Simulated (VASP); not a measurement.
# Sn in VASP: a series of runs

Sn is run at these levels: PBE+D3(BJ); tasks: single point.

Program: VASP 6.6.1. These are calculated values, not measurements. Logs are shortened: lines on timing, memory, paths and dates and some standing lists are left out, and cuts for length are marked.

## (1) The cell of the first run

The typed cell holds 1 atom: a = 3.295 Å, b = 3.295 Å, c = 3.295 Å, α = 115.65°, β = 115.64°, γ = 97.72°.

## (2) Single point, PBE+D3(BJ)

INCAR

```
ALGO = Fast
EDIFF = 1E-6
ENCUT = 520
GGA = PE
ISIF = 2
ISMEAR = 0
IVDW = 12
LASPH = True
LCHARG = False
LREAL = False
LWAVE = False
NBANDS = 13
NELM = 100
PREC = Accurate
SIGMA = 0.1
```

KPOINTS

```
k-points
0
Gamma
  16 16 16
```

POSCAR

```
Sn
1.0
   -1.7544065535      1.7546137013      2.1674907210
    1.7544065535     -1.7546137013      2.1674907210
    1.7544065535      1.7546137013     -2.1674907210
Sn
1
Direct
    0.0000000000      0.0000000000      0.0000000000
```

Potentials or basis: VASP PAW PBE potentials, release 64 (Sn_d).

On the command line:

```
cat potpaw_PBE.64/Sn_d/POTCAR > POTCAR
mpirun -np 1 vasp_std > vasp.out
```

OUTCAR:

```text
EDIFF = 1E-6
   ENCUT = 520
   GGA = PE
   ISIF = 2
   ISMEAR = 0
   IVDW = 12
   LASPH = True
   LREAL = False
   NELM = 100
   PREC = Accurate
 IVDW          = 12

 ion  position               nearest neighbor table
   1  0.000  0.000  0.000-

  LATTYP: Found a body centered orthorhombic cell.
 ALAT       =     3.5088131070
 B/A-ratio  =     1.0001180729
 C/A-ratio  =     1.2354552123

  Lattice vectors:

 A1 = (  -1.7544065535,   1.7546137013,   2.1674907210)
 A2 = (   1.7544065535,  -1.7546137013,   2.1674907210)
 A3 = (   1.7544065535,   1.7546137013,  -2.1674907210)

Analysis of symmetry for initial positions (statically):
=====================================================================
 Subroutine PRICEL returns:
 Original cell was already a primitive cell.

 Routine SETGRP: Setting up the symmetry group for a
 body centered orthorhombic supercell.

 Subroutine GETGRP returns: Found  8 space group operations
 (whereof  8 operations were pure point group operations)
 out of a pool of  8 trial point group operations.

The static configuration has the point symmetry D_2h.

Analysis of symmetry for dynamics (positions and initial velocities):
=====================================================================
 Subroutine PRICEL returns:
 Original cell was already a primitive cell.

 Routine SETGRP: Setting up the symmetry group for a
 body centered orthorhombic supercell.

 Subroutine GETGRP returns: Found  8 space group operations
 (whereof  8 operations were pure point group operations)
 out of a pool of  8 trial point group operations.

The dynamic configuration has the point symmetry D_2h.

 Subroutine INISYM returns: Found  8 space group operations
 (whereof  8 operations are pure point group operations),
 and found     1 'primitive' translations

----------------------------------------------------------------------------------------

                                     Primitive cell

  volume of cell :      26.6888

  direct lattice vectors                    reciprocal lattice vectors
    -1.754406553  1.754613701  2.167490721     0.000000000  0.284963009  0.230681495
     1.754406553 -1.754613701  2.167490721     0.284996655  0.000000000  0.230681495
     1.754406553  1.754613701 -2.167490721     0.284996655  0.284963009  0.000000000

  length of vectors
     3.294636190  3.294636190  3.294636190     0.366630425  0.366656577  0.403022344

  position of ions in fractional coordinates (direct lattice)
     0.000000000  0.000000000  0.000000000

  ion indices of the primitive-cell ions
   primitive index   ion index
                 1           1

----------------------------------------------------------------------------------------

 KPOINTS: k-points

Automatic generation of k-mesh.
 Grid dimensions read from file:
 generate k-points for:   16   16   16

 Generating k-lattice:

  Cartesian coordinates                     Fractional coordinates (reciprocal lattice)
     0.000000000  0.017810188  0.014417593     0.062500000  0.000000000  0.000000000
     0.017812291  0.000000000  0.014417593     0.000000000  0.062500000  0.000000000
     0.017812291  0.017810188  0.000000000     0.000000000  0.000000000  0.062500000

  Length of vectors
     0.022914402  0.022916036  0.025188897

  Shift w.r.t. Gamma in fractional coordinates (k-lattice)
     0.000000000  0.000000000  0.000000000

 Subroutine IBZKPT returns following result:
 ===========================================

 Found    621 irreducible k-points:

 Following reciprocal coordinates:
            Coordinates               Weight
  0.000000  0.000000  0.000000      1.000000
  0.062500  0.000000 -0.000000      4.000000
  0.125000  0.000000 -0.000000      4.000000
  0.187500  0.000000  0.000000      4.000000
  0.250000  0.000000 -0.000000      4.000000
  0.312500  0.000000 -0.000000      4.000000
[... 16 lines left out ...]
 -0.187500  0.062500  0.000000      8.000000
 -0.125000  0.062500  0.000000      8.000000
 [... further k-points ...]
   k-points           NKPTS =    621   k-points in BZ     NKDIM =    621   number of bands    NBANDS=     13
   number of dos      NEDOS =    301   number of ions     NIONS =      1
   total plane-waves  NPLWV =  21952
   dimension x,y,z NGX =    28 NGY =   28 NGZ =   28
   dimension x,y,z NGXF=    56 NGYF=   56 NGZF=   56
   ions per type =               1
   NGX,Y,Z   is equivalent  to a cutoff of  14.13, 14.13, 14.13 a.u.
   NGXF,Y,Z  is equivalent  to a cutoff of  28.26, 28.26, 28.26 a.u.
 SYSTEM =  unknown system
   PREC   = accura    normal or accurate (medium, high low for compatibility)
   ISTART =      0    job   : 0-new  1-cont  2-samecut
   ICHARG =      2    charge: 1-file 2-atom 10-const
   ISPIN  =      1    spin polarized calculation?
   LNONCOLLINEAR =      F non collinear calculations
   LSORBIT =      F    spin-orbit coupling
   LASPH  =      T    aspherical Exc in radial PAW
   ENCUT  =  520.0 eV  38.22 Ry    6.18 a.u.   6.13  6.13  6.13*2*pi/ulx,y,z
   NELM   =    100;   NELMIN=  2; NELMDL= -5     # of ELM steps
   EDIFF  = 0.1E-05   stopping-criterion for ELM
   LREAL  =      F    real-space projection
   EDIFFG = 0.1E-04   stopping-criterion for IOM
   NSW    =      0    number of steps for IOM
   IBRION =     -1    ionic relax: 0-MD 1-quasi-New 2-CG
   NFREE  =      0    steps in history (QN), initial steepest desc. (CG)
   ISIF   =      2    stress and relaxation
   ISYM   =      2    0-nonsym 1-usesym 2-fastsym
   POTIM  = 0.5000    time-step for ionic-motion
   TEBEG  =    0.0;   TEEND  =   0.0 temperature during run
   PSTRESS=    0.0 pullay stress
   NELECT =      14.0000    total number of electrons
   NUPDOWN=      -1.0000    fix difference up-down
   EMIN   =  10.00;   EMAX   =-10.00  energy-range for DOS
   EFERMI =   0.00;   METHOD = LEGACY
   ISMEAR =     0;   SIGMA  =   0.10  broadening in eV -4-tet -1-fermi 0-gaus
   EFERMI_NEDOS =   21; number of points for ismear=-14 and -15
   IALGO  =     68    algorithm
   IMIX   =      4    mixing-type and parameters
     AMIX     =   0.40;   BMIX     =  1.00
     AMIX_MAG =   1.60;   BMIX_MAG =  1.00
  volume/ion in A,a.u.               =      26.69       180.10
  Fermi-wavevector in a.u.,A,eV,Ry     =   1.320306  2.495016 23.717774  1.743207
  Thomas-Fermi vector in A             =   2.450141
   LORBIT       =      0    0 simple, 1 ext, 2 COOP (PROOUT), +10 PAW based schemes
   GGA     = PE    functional components
   LHFCALC =     F    Hartree Fock is set to
   AEXX    =    0.0000 exact exchange contribution
   IVDW    =    12    specifies the selected vdW correction
   LEPSILON=     F    determine dielectric tensor
   LRPA    =     F    only Hartree local field effects (RPA)
 non-spin polarized calculation
 RMM-DIIS sequential band-by-band and
 Gauss-broadening in eV      SIGMA  =   0.10
  energy-cutoff  :      520.00
  volume of cell :       26.69
 maximum number of plane-waves:       748
 NGX is ok and might be reduce to    28
   NGX = 13   NGY = 13   NGZ = 13

 number of electron      14.0000003 magnetization

 Free energy of the ion-electron system (eV)
  ---------------------------------------------------
  ext. energy  EPLUGINS =         0.00000000
  ---------------------------------------------------
  free energy    TOTEN  =        -3.77916217 eV

  energy without entropy =       -3.77663986  energy(sigma->0) =       -3.77790101

 E-fermi :   8.3179     XC(G=0): -10.4501

 val. band max:        8.3094394366   @ k =  -0.1875   0.3750   0.0000
 cond. band min:       8.3298556304   @ k =  -0.3750  -0.2500   0.2500
 fundamental gap:      0.0204161938
 Fermi energy:         8.3179167255

 k-point     1 :       0.0000    0.0000    0.0000
  band No.  band energies     occupation
      1     -13.2422      2.00000
      2     -13.2421      2.00000
      3     -13.1863      2.00000
      4     -13.1635      2.00000
      5     -13.0956      2.00000
      6      -2.9087      2.00000
      7      16.0859      0.00000
      8      16.3639      0.00000
      9      16.3661      0.00000
     10      19.2034      0.00000
     11      20.3123      0.00000
     12      20.3151      0.00000
     13      20.8706      0.00000

 k-point     2 :       0.0625    0.0000   -0.0000
  band No.  band energies     occupation
      1     -13.2396      2.00000
      2     -13.2384      2.00000
      3     -13.1847      2.00000
      4     -13.1631      2.00000
      5     -13.0969      2.00000
      6      -2.8263      2.00000
      7      15.3199      0.00000
      8      16.1353      0.00000
      9      16.1369      0.00000
     10      18.7528      0.00000
     11      20.5630      0.00000
     12      20.7589      0.00000
     13      21.6322      0.00000

 k-point     3 :       0.1250    0.0000   -0.0000
  band No.  band energies     occupation
      1     -13.2330      2.00000
      2     -13.2314      2.00000
      3     -13.1766      2.00000
      4     -13.1619      2.00000
      5     -13.1003      2.00000
      6      -2.5789      2.00000
      7      13.4584      0.00000
      8      15.5995      0.00000
      9      15.9204      0.00000
     10      18.4526      0.00000
     11      20.5822      0.00000
     12      20.9021      0.00000
     13      21.4337      0.00000
[... 305 lines left out ...]
 k-point    23 :      -0.1875    0.0625    0.0000
  band No.  band energies     occupation
      1     -13.2403      2.00000
      2     -13.2184      2.00000
      3     -13.1688      2.00000
      4     -13.1546      2.00000
      5     -13.0994      2.00000
      6      -2.2793      2.00000
      7      12.2515      0.00000
      8      14.8541      0.00000
      9      15.4324      0.00000
     10      18.3014      0.00000
     11      19.2784      0.00000
     12      21.0380      0.00000
     13      21.4159      0.00000

 k-point    24 :      -0.1250    0.0625    0.0000
  band No.  band energies     occupation
      1     -13.2448      2.00000
      2     -13.2239      2.00000
      3     -13.1834      2.00000
      4     -13.1570      2.00000
      5     -13.0977      2.00000
      6      -2.6268      2.00000
      7      14.2229      0.00000
      8      15.3798      0.00000
      9      15.7916      0.00000
     10      18.2999      0.00000
     11      19.8520      0.00000
     12      21.0135      0.00000
     13      21.5996      0.00000

 [... further k-points ...]

------------------------ aborting loop because EDIFF is reached ----------------------------------------

 Edisp (eV)   -0.39204

 E8    (eV) :    -0.1881

  FORCE on cell =-STRESS in cart. coord.  units (eV):
  Direction    XX          YY          ZZ          XY          YZ          ZX
  --------------------------------------------------------------------------------------
  -------------------------------------------------------------------------------------
  Total       0.00093    -0.00005    -0.00136    -0.00000     0.00000     0.00000
  in kB       0.05609    -0.00284    -0.08164    -0.00000     0.00000     0.00000
  external pressure =       -0.01 kB  Pullay stress =        0.00 kB

 VOLUME and BASIS-vectors are now :
 -----------------------------------------------------------------------------
  energy-cutoff  :      520.00
  volume of cell :       26.69
      direct lattice vectors                 reciprocal lattice vectors
    -1.754406553  1.754613701  2.167490721     0.000000000  0.284963009  0.230681495
     1.754406553 -1.754613701  2.167490721     0.284996655  0.000000000  0.230681495
     1.754406553  1.754613701 -2.167490721     0.284996655  0.284963009  0.000000000

 POSITION                                       TOTAL-FORCE (eV/Angst)
 -----------------------------------------------------------------------------------
      0.00000      0.00000      0.00000        -0.000000     -0.000000      0.000000
 -----------------------------------------------------------------------------------
    total drift:                               -0.000000     -0.000000     -0.000000

  FREE ENERGIE OF THE ION-ELECTRON SYSTEM (eV)
  ---------------------------------------------------
  free  energy   TOTEN  =        -4.1712052165 eV

  energy  without entropy=       -4.1686829017  energy(sigma->0) =       -4.16994406
```

It took 2.9 min on 1 thread of Intel Xeon 6975P-C, shared host; peak memory 0.33 GiB.

What came out:

| Quantity | Value |
| --- | --- |
| Free energy | -4.1712 eV |
| Pressure | 0.0 GPa |
| Band gap on the k mesh | zero (band 7 reaches 16.09 eV, above the bottom of band 8 at 6.05 eV) |
| Dispersion energy per atom | -0.392 eV |

Levels at points of the mesh, in eV from the Fermi level:
| k point | band 4 | band 5 | band 6 | band 7 | band 8 | band 9 | band 10 | band 11 |
| --- | --- | --- | --- | --- | --- | --- | --- | --- |
| (0.00, 0.00, 0.00) | -21.48 | -21.41 | -11.23 | 7.77 | 8.05 | 8.05 | 10.89 | 11.99 |
| (0.50, 0.00, 0.00) | -21.39 | -21.35 | -6.73 | -4.66 | 4.87 | 6.45 | 9.40 | 9.69 |
| (0.00, 0.50, 0.00) | -21.39 | -21.35 | -6.73 | -4.66 | 4.86 | 6.45 | 9.40 | 9.69 |
| (0.50, 0.50, 0.00) | -21.38 | -21.33 | -5.48 | -4.04 | 2.43 | 3.29 | 6.29 | 6.50 |
| (0.50, 0.50, 0.50) | -21.34 | -21.34 | -3.49 | -2.70 | 1.00 | 1.00 | 4.30 | 4.96 |

Caveat: spin-orbit coupling is left out, which moves the levels of the heavy elements; pairwise dispersion overbinds metals, which lowers pressure and volume.

## (3) Single point, PBE+D3(BJ) (volume scaled by 1.03, then relaxed in part)

INCAR

```
PREC = Accurate
ENCUT = 520
EDIFF = 1E-6
ISMEAR = 0
SIGMA = 0.1
LREAL = F
LASPH = T
NELM = 60
ALGO = Fast
ISIF = 2
LWAVE = F
LCHARG = F
GGA = PE
IVDW = 12
NBANDS = 13
```

KPOINTS

```
regular mesh
0
Gamma
  16 16 16
```

POSCAR

```
Sn
1.0
   -1.7717780451      1.7719872441      2.1889524209
    1.7717780451     -1.7719872441      2.1889524209
    1.7717780451      1.7719872441     -2.1889524209
Sn
1
Direct
    0.0000000000      0.0000000000      0.0000000000
```

Potentials or basis: VASP PAW PBE potentials, release 64 (Sn_d).

On the command line:

```
cat potpaw_PBE.64/Sn_d/POTCAR > POTCAR
mpirun -np 1 vasp_std > vasp.out
```

It took 2.9 min on 1 thread of Intel Xeon 6975P-C, shared host; peak memory 0.33 GiB.

Results (log left out):

- Free energy: -4.1675 eV
- Pressure: -1.4 GPa
- Band gap on the k mesh: zero (band 7 reaches 15.48 eV, above the bottom of band 8 at 5.77 eV)
- Dispersion energy per atom: -0.381 eV

Levels at points of the mesh, in eV from the Fermi level:
```tsv
k point	band 4	band 5	band 6	band 7	band 8	band 9	band 10	band 11
(0.00, 0.00, 0.00)	-21.48	-21.41	-11.02	7.52	7.78	7.78	10.84	11.80
(0.50, 0.00, 0.00)	-21.40	-21.36	-6.69	-4.51	4.72	6.29	9.19	9.56
(0.00, 0.50, 0.00)	-21.40	-21.36	-6.69	-4.51	4.72	6.29	9.19	9.55
(0.50, 0.50, 0.00)	-21.39	-21.33	-5.49	-3.91	2.37	3.23	6.17	6.43
(0.50, 0.50, 0.50)	-21.35	-21.35	-3.60	-2.61	0.99	0.99	4.25	4.93
```

Caveat: spin-orbit coupling is left out, which moves the levels of the heavy elements; pairwise dispersion overbinds metals, which lowers pressure and volume.

## (4) Single point, PBE+D3(BJ) (volume scaled by 1.06, then relaxed in part)

INCAR

```
PREC = Accurate
ENCUT = 520
EDIFF = 1E-7
ISMEAR = 0
SIGMA = 0.1
LREAL = False
LASPH = True
NELM = 80
ALGO = Fast
ISIF = 2
LWAVE = False
LCHARG = False
GGA = PE
IVDW = 12
NBANDS = 13
```

KPOINTS is that of step 3.

POSCAR

```
Sn
1.0
   -1.7888154176      1.7890266283      2.2100013316
    1.7888154176     -1.7890266283      2.2100013316
    1.7888154176      1.7890266283     -2.2100013316
Sn
1
Direct
    0.0000000000      0.0000000000      0.0000000000
```

On the command line:

```
cat potpaw_PBE.64/Sn_d/POTCAR > POTCAR
mpirun -np 1 vasp_std > vasp.out
```

Wall time 3.6 min (1 thread of Intel Xeon 6975P-C, shared host); peak memory 0.34 GiB.

It converged, with:

| Item | Value |
| --- | --- |
| Free energy | -4.1571 eV |
| Pressure | -2.8 GPa |
| Band gap on the k mesh | zero (band 7 reaches 14.91 eV, above the bottom of band 8 at 5.51 eV) |
| Dispersion energy per atom | -0.370 eV |

Stress tensor (GPa, compression positive):
```
-2.79  0.00  0.00
 0.00 -2.79  0.00
 0.00  0.00 -2.70
```

Levels at points of the mesh, in eV from the Fermi level:
| k point | band 4 | band 5 | band 6 | band 7 | band 8 | band 9 | band 10 | band 11 |
| --- | --- | --- | --- | --- | --- | --- | --- | --- |
| (0.00, 0.00, 0.00) | -21.48 | -21.42 | -10.82 | 7.28 | 7.53 | 7.53 | 10.80 | 11.61 |
| (0.50, 0.00, 0.00) | -21.40 | -21.37 | -6.66 | -4.37 | 4.58 | 6.12 | 8.98 | 9.43 |
| (0.00, 0.50, 0.00) | -21.40 | -21.37 | -6.66 | -4.37 | 4.58 | 6.12 | 8.98 | 9.43 |
| (0.50, 0.50, 0.00) | -21.40 | -21.35 | -5.51 | -3.79 | 2.31 | 3.16 | 6.05 | 6.36 |
| (0.50, 0.50, 0.50) | -21.36 | -21.36 | -3.70 | -2.53 | 0.97 | 0.97 | 4.21 | 4.90 |

Caveat: spin-orbit coupling is left out, which moves the levels of the heavy elements; pairwise dispersion overbinds metals, which lowers pressure and volume.

## (5) Single point, PBE+D3(BJ) (volume scaled by 1.10, then relaxed in part)

INCAR

```
SYSTEM = Sn
ALGO = Fast
EDIFF = 1E-7
ENCUT = 520
GGA = PE
ISIF = 2
ISMEAR = 0
IVDW = 12
LASPH = .True.
LCHARG = .False.
LREAL = .False.
LWAVE = .False.
NBANDS = 13
NELM = 100
PREC = Accurate
SIGMA = 0.1
```

KPOINTS

```
k-points
0
Gamma
  16 16 16
  0 0 0
```

POSCAR

```
Sn
1.0
   -1.8061371762      1.8061210947      2.2499045419
    1.8061371762     -1.8061210947      2.2499045419
    1.8061371762      1.8061210947     -2.2499045419
Sn
1
Direct
    0.0000000000      0.0000000000      0.0000000000
```

On the command line:

```
cat potpaw_PBE.64/Sn_d/POTCAR > POTCAR
mpirun -np 1 vasp_std > vasp.out
```

It took 3.9 min on 1 thread of Intel Xeon 6975P-C, shared host; peak memory 0.35 GiB.

The run converged. Its results:

```
Free energy                : -4.1346 eV
Pressure                   : -4.1 GPa
Band gap on the k mesh     : zero (band 7 reaches 14.20 eV, above the bottom of band 8 at 5.20 eV)
Dispersion energy per atom : -0.356 eV
```

Levels at points of the mesh, in eV from the Fermi level:
```tsv
k point	band 5	band 6	band 7	band 8	band 9	band 10
(0.00, 0.00, 0.00)	-21.43	-10.58	6.98	7.20	7.20	10.71
(0.50, 0.00, 0.00)	-21.39	-6.63	-4.20	4.45	5.90	8.78
(0.00, 0.50, 0.00)	-21.39	-6.63	-4.20	4.45	5.90	8.78
(0.50, 0.50, 0.00)	-21.37	-5.50	-3.62	2.21	3.01	5.86
(0.50, 0.50, 0.50)	-21.38	-3.90	-2.49	1.01	1.01	4.21
```

Caveat: spin-orbit coupling is left out, which moves the levels of the heavy elements; pairwise dispersion overbinds metals, which lowers pressure and volume.

## (6) The runs side by side

| cell | further INCAR settings | gap on the mesh (eV) | pressure (GPa) |
| --- | --- | --- | --- |
| a = 3.295 Å, angles 115.7, 115.6, 97.7°, 1 atom | ALGO = Fast; EDIFF = 1e-06; NBANDS = 13 | none | 0.0 |
| a = 3.327 Å, angles 115.7, 115.6, 97.7°, 1 atom | ALGO = Fast; EDIFF = 1e-06; NBANDS = 13 | none | -1.4 |
| a = 3.359 Å, angles 115.7, 115.6, 97.7°, 1 atom | ALGO = Fast; EDIFF = 1e-07; NBANDS = 13 | none | -2.8 |
| a = 3.404 Å, angles 115.9, 115.9, 97.2°, 1 atom | ALGO = Fast; EDIFF = 1e-07; NBANDS = 13 | none | -4.1 |

Alike in all rows: task single point; level PBE+D3(BJ); potentials or basis VASP PAW PBE potentials, release 64 (Sn_d); no spin polarisation; k mesh 16 × 16 × 16; cutoff (eV) 520; smearing gaussian 0.1 eV.

Caveats: spin-orbit coupling is left out, which moves the levels of the heavy elements; pairwise dispersion overbinds metals, which lowers pressure and volume.

Absolute energies hang on the potentials; compare differences alone.
